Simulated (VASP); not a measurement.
# HfO2 (Fm-3m) in VASP: a series of runs

Runs on HfO2. Level: PBEsol. Tasks: single point, relaxation of cell and atoms.

Everything below comes from runs of VASP 6.6.1. Logs are shortened: lines on timing, memory, paths and dates and some standing lists are left out, and cuts for length are marked.

**1. The cell of the first run**

Symmetry: Fm-3m, No. 225, cubic system. Conventional cell: a = 5.050 Å, b = 5.050 Å, c = 5.050 Å, α = 90.00°, β = 90.00°, γ = 90.00°. Hf (site symmetry m-3m) has 8 O at 2.19 Å within 2.9 Å. Within 2.9 Å of O (site symmetry -43m) lie 4 Hf at 2.19 Å and 6 O at 2.53 Å.

**2. Single point, PBEsol**

INCAR

```
ALGO     = Normal         # electronic algorithm
EDIFF    = 1E-6           # SCF threshold, eV
ENCUT    = 600            # plane-wave cutoff, eV
GGA      = PS             # functional
GGA_COMPAT= F            
ISIF     = 2              # what is computed and relaxed
ISMEAR   = 0              # smearing method
LASPH    = T              # aspherical terms in the spheres
LCHARG   = T              # write CHGCAR
LELF     = T              # ELF
LREAL    = F              # projectors in reciprocal space
LVHAR    = T            
LWAVE    = F              # write WAVECAR
NBANDS   = 18             # bands
NELM     = 120            # most SCF steps
PREC     = Accurate       # precision mode
SIGMA    = 0.01           # smearing width, eV
```

KPOINTS

```
k-points
0
Gamma
  8 8 8
```

POSCAR

```
HfO2
1.0
    0.0000000000      2.5250927329      2.5250927329
    2.5250927329      0.0000000000      2.5250927329
    2.5250927329      2.5250927329      0.0000000000
Hf O
1 2
Direct
    0.0000000000      0.0000000000      0.0000000000
    0.2500000000      0.2500000000      0.2500000000
    0.7500000000      0.7500000000      0.7500000000
```

Potentials or basis: VASP PAW PBE potentials, release 64 (Hf_pv, O).

The run is started by

```bash
$ cat potpaw_PBE.64/Hf_pv/POTCAR potpaw_PBE.64/O/POTCAR > POTCAR
$ mpirun -np 1 vasp_std > vasp.out
```

OUTCAR:

```text
EDIFF = 1E-6
   ENCUT = 600
   GGA = PS
   ISIF = 2
   ISMEAR = 0
   LASPH = T
   LREAL = F
   NELM = 120
   PREC = Accurate

 ion  position               nearest neighbor table
   1  0.000  0.000  0.000-   3 2.19   3 2.19   3 2.19   2 2.19   3 2.19   2 2.19   2 2.19   2 2.19

   2  0.250  0.250  0.250-   1 2.19   1 2.19   1 2.19   1 2.19
   3  0.750  0.750  0.750-   1 2.19   1 2.19   1 2.19   1 2.19

  LATTYP: Found a face centered cubic cell.
 ALAT       =     5.0501854658

  Lattice vectors:

 A1 = (   0.0000000000,   2.5250927329,   2.5250927329)
 A2 = (   2.5250927329,   0.0000000000,   2.5250927329)
 A3 = (   2.5250927329,   2.5250927329,   0.0000000000)

Analysis of symmetry for initial positions (statically):
=====================================================================
 Subroutine PRICEL returns:
 Original cell was already a primitive cell.

 Routine SETGRP: Setting up the symmetry group for a
 face centered cubic supercell.

 Subroutine GETGRP returns: Found 48 space group operations
 (whereof 48 operations were pure point group operations)
 out of a pool of 48 trial point group operations.

The static configuration has the point symmetry O_h .

Analysis of symmetry for dynamics (positions and initial velocities):
=====================================================================
 Subroutine PRICEL returns:
 Original cell was already a primitive cell.

 Routine SETGRP: Setting up the symmetry group for a
 face centered cubic supercell.

 Subroutine GETGRP returns: Found 48 space group operations
 (whereof 48 operations were pure point group operations)
 out of a pool of 48 trial point group operations.

The dynamic configuration has the point symmetry O_h .

 Subroutine INISYM returns: Found 48 space group operations
 (whereof 48 operations are pure point group operations),
 and found     1 'primitive' translations

----------------------------------------------------------------------------------------

                                     Primitive cell

  volume of cell :      32.2005

  direct lattice vectors                    reciprocal lattice vectors
     0.000000000  2.525092733  2.525092733    -0.198012530  0.198012530  0.198012530
     2.525092733  0.000000000  2.525092733     0.198012530 -0.198012530  0.198012530
     2.525092733  2.525092733  0.000000000     0.198012530  0.198012530 -0.198012530

  length of vectors
     3.571020389  3.571020389  3.571020389     0.342967762  0.342967762  0.342967762

  position of ions in fractional coordinates (direct lattice)
     0.000000000  0.000000000  0.000000000
     0.250000000  0.250000000  0.250000000
     0.750000000  0.750000000  0.750000000

  ion indices of the primitive-cell ions
   primitive index   ion index
                 1           1
                 2           2
                 3           3

----------------------------------------------------------------------------------------

 KPOINTS: k-points

Automatic generation of k-mesh.
 Grid dimensions read from file:
 generate k-points for:    8    8    8

 Generating k-lattice:

  Cartesian coordinates                     Fractional coordinates (reciprocal lattice)
    -0.024751566  0.024751566  0.024751566     0.125000000  0.000000000  0.000000000
     0.024751566 -0.024751566  0.024751566     0.000000000  0.125000000  0.000000000
     0.024751566  0.024751566 -0.024751566     0.000000000  0.000000000  0.125000000

  Length of vectors
     0.042870970  0.042870970  0.042870970

  Shift w.r.t. Gamma in fractional coordinates (k-lattice)
     0.000000000  0.000000000  0.000000000

 Subroutine IBZKPT returns following result:
 ===========================================

 Found     29 irreducible k-points:

 Following reciprocal coordinates:
            Coordinates               Weight
  0.000000  0.000000  0.000000      1.000000
  0.125000  0.000000  0.000000      8.000000
  0.250000  0.000000  0.000000      8.000000
  0.375000  0.000000  0.000000      8.000000
  0.500000  0.000000  0.000000      4.000000
  0.125000  0.125000  0.000000      6.000000
[... 16 lines left out ...]
  0.500000  0.250000  0.125000     48.000000
 -0.375000  0.250000  0.125000     24.000000
 [... further k-points ...]
   k-points           NKPTS =     29   k-points in BZ     NKDIM =     29   number of bands    NBANDS=     18
   number of dos      NEDOS =    301   number of ions     NIONS =      3
   total plane-waves  NPLWV =  27000
   dimension x,y,z NGX =    30 NGY =   30 NGZ =   30
   dimension x,y,z NGXF=    60 NGYF=   60 NGZF=   60
   ions per type =               1   2
   NGX,Y,Z   is equivalent  to a cutoff of  13.97, 13.97, 13.97 a.u.
   NGXF,Y,Z  is equivalent  to a cutoff of  27.93, 27.93, 27.93 a.u.
 SYSTEM =  unknown system
   PREC   = accura    normal or accurate (medium, high low for compatibility)
   ISTART =      0    job   : 0-new  1-cont  2-samecut
   ICHARG =      2    charge: 1-file 2-atom 10-const
   ISPIN  =      1    spin polarized calculation?
   LNONCOLLINEAR =      F non collinear calculations
   LSORBIT =      F    spin-orbit coupling
   LASPH  =      T    aspherical Exc in radial PAW
   ENCUT  =  600.0 eV  44.10 Ry    6.64 a.u.   7.13  7.13  7.13*2*pi/ulx,y,z
   NELM   =    120;   NELMIN=  2; NELMDL= -5     # of ELM steps
   EDIFF  = 0.1E-05   stopping-criterion for ELM
   LREAL  =      F    real-space projection
   EDIFFG = 0.1E-04   stopping-criterion for IOM
   NSW    =      0    number of steps for IOM
   IBRION =     -1    ionic relax: 0-MD 1-quasi-New 2-CG
   NFREE  =      0    steps in history (QN), initial steepest desc. (CG)
   ISIF   =      2    stress and relaxation
   ISYM   =      2    0-nonsym 1-usesym 2-fastsym
   POTIM  = 0.5000    time-step for ionic-motion
   TEBEG  =    0.0;   TEEND  =   0.0 temperature during run
   PSTRESS=    0.0 pullay stress
   NELECT =      22.0000    total number of electrons
   NUPDOWN=      -1.0000    fix difference up-down
   EMIN   =  10.00;   EMAX   =-10.00  energy-range for DOS
   EFERMI =   0.00;   METHOD = LEGACY
   ISMEAR =     0;   SIGMA  =   0.01  broadening in eV -4-tet -1-fermi 0-gaus
   EFERMI_NEDOS =   21; number of points for ismear=-14 and -15
   IALGO  =     38    algorithm
   IMIX   =      4    mixing-type and parameters
     AMIX     =   0.40;   BMIX     =  1.00
     AMIX_MAG =   1.60;   BMIX_MAG =  1.00
  volume/ion in A,a.u.               =      10.73        72.43
  Fermi-wavevector in a.u.,A,eV,Ry     =   1.441878  2.724754 28.286662  2.079011
  Thomas-Fermi vector in A             =   2.560461
   LORBIT       =      0    0 simple, 1 ext, 2 COOP (PROOUT), +10 PAW based schemes
   GGA     = PS    functional components
   LHFCALC =     F    Hartree Fock is set to
   AEXX    =    0.0000 exact exchange contribution
   IVDW    =     0    specifies the selected vdW correction
   LEPSILON=     F    determine dielectric tensor
   LRPA    =     F    only Hartree local field effects (RPA)
 non-spin polarized calculation
 Gauss-broadening in eV      SIGMA  =   0.01
  energy-cutoff  :      600.00
  volume of cell :       32.20
 maximum number of plane-waves:      1090
 NGX is ok and might be reduce to    30
   NGX = 15   NGY = 15   NGZ = 15

 number of electron      21.9999999 magnetization

 Free energy of the ion-electron system (eV)
  ---------------------------------------------------
  ext. energy  EPLUGINS =         0.00000000
  ---------------------------------------------------
  free energy    TOTEN  =       -31.63411350 eV

  energy without entropy =      -31.63411350  energy(sigma->0) =      -31.63411350

 E-fermi :   4.2809     XC(G=0): -12.1674

 val. band max:        4.2305486475   @ k =   0.5000   0.5000   0.0000
 cond. band min:       7.9331443213   @ k =   0.5000   0.5000   0.0000
 fundamental gap:      3.7025956739
 Fermi energy:         4.2809005122

 k-point     1 :       0.0000    0.0000    0.0000
  band No.  band energies     occupation
      1     -25.3410      2.00000
      2     -25.3410      2.00000
      3     -25.3410      2.00000
      4     -14.5309      2.00000
      5     -11.3724      2.00000
      6      -1.2434      2.00000
[... 10 lines left out ...]
     17      14.7977      0.00000
     18      17.8840      0.00000

 k-point     2 :       0.1250    0.0000    0.0000
  band No.  band energies     occupation
      1     -25.4141      2.00000
      2     -25.3489      2.00000
      3     -25.3489      2.00000
      4     -14.3125      2.00000
      5     -11.5516      2.00000
      6      -1.0895      2.00000
[... 10 lines left out ...]
     17      14.5179      0.00000
     18      17.7186      0.00000

 k-point     3 :       0.2500    0.0000    0.0000
  band No.  band energies     occupation
      1     -25.5830      2.00000
      2     -25.3679      2.00000
      3     -25.3679      2.00000
      4     -13.7975      2.00000
      5     -11.9083      2.00000
      6      -0.7103      2.00000
[... 10 lines left out ...]
     17      14.0242      0.00000
     18      16.8356      0.00000

 k-point     4 :       0.3750    0.0000    0.0000
  band No.  band energies     occupation
      1     -25.7427      2.00000
      2     -25.3868      2.00000
      3     -25.3868      2.00000
      4     -13.3645      2.00000
      5     -12.0997      2.00000
      6      -0.3366      2.00000
[... 375 lines left out ...]
      4     -13.3521      2.00000
      5     -12.1769      2.00000
      6      -0.7095      2.00000
[... 10 lines left out ...]
     17      14.1159      0.00000
     18      17.4068      0.00000

 k-point    23 :       0.5000    0.2500    0.1250
  band No.  band energies     occupation
      1     -25.7122      2.00000
      2     -25.5046      2.00000
      3     -25.4138      2.00000
      4     -12.9549      2.00000
      5     -12.3261      2.00000
      6      -0.7226      2.00000
[... 10 lines left out ...]
     17      14.9617      0.00000
     18      17.2822      0.00000

 k-point    24 :      -0.3750    0.2500    0.1250
  band No.  band energies     occupation
      1     -25.7428      2.00000
      2     -25.5284      2.00000
      3     -25.4245      2.00000
      4     -12.8741      2.00000
      5     -12.2858      2.00000
      6      -0.7280      2.00000
[... 10 lines left out ...]
     17      15.1135      0.00000
     18      17.3019      0.00000

 [... further k-points ...]

------------------------ aborting loop because EDIFF is reached ----------------------------------------

  FORCE on cell =-STRESS in cart. coord.  units (eV):
  Direction    XX          YY          ZZ          XY          YZ          ZX
  --------------------------------------------------------------------------------------
  -------------------------------------------------------------------------------------
  Total       -0.9832352     -0.9832352     -0.9832352      0.0000000      0.0000000      0.0000000
  in kB      -48.9222043    -48.9222043    -48.9222043      0.0000000      0.0000000      0.0000000
  external PRESSURE =     -48.9222043 kB  Pullay stress =       0.0000000 kB

 VOLUME and BASIS-vectors are now :
 -----------------------------------------------------------------------------
  energy-cutoff  :      600.00
  volume of cell :       32.20
      direct lattice vectors                 reciprocal lattice vectors
     0.000000000  2.525092733  2.525092733    -0.198012530  0.198012530  0.198012530
     2.525092733  0.000000000  2.525092733     0.198012530 -0.198012530  0.198012530
     2.525092733  2.525092733  0.000000000     0.198012530  0.198012530 -0.198012530

 POSITION                                       TOTAL-FORCE (eV/Angst)
 -----------------------------------------------------------------------------------
      0.00000      0.00000      0.00000         0.000000      0.000000      0.000000
      1.26255      1.26255      1.26255        -0.000000     -0.000000     -0.000000
      3.78764      3.78764      3.78764         0.000000      0.000000      0.000000
 -----------------------------------------------------------------------------------
    total drift:                                0.000000     -0.000000      0.000000

  FREE ENERGIE OF THE ION-ELECTRON SYSTEM (eV)
  ---------------------------------------------------
  free  energy   TOTEN  =       -31.6341134959 eV

  energy  without entropy=      -31.6341134959  energy(sigma->0) =      -31.63411350
```

Wall time 25 s (1 thread of Intel Xeon 6975P-C, shared host); peak memory 0.18 GiB.

What came out:

- Free energy: -31.6341 eV
- Pressure: -4.9 GPa
- Band gap on the k mesh: 3.70 eV, direct

Caveat: the PAW data sets were made with another functional, which shifts forces and pressure a little; spin-orbit coupling is left out, which moves the levels of the heavy elements. A k mesh can miss the band edges.

(Part 1 of 2 ends here.)
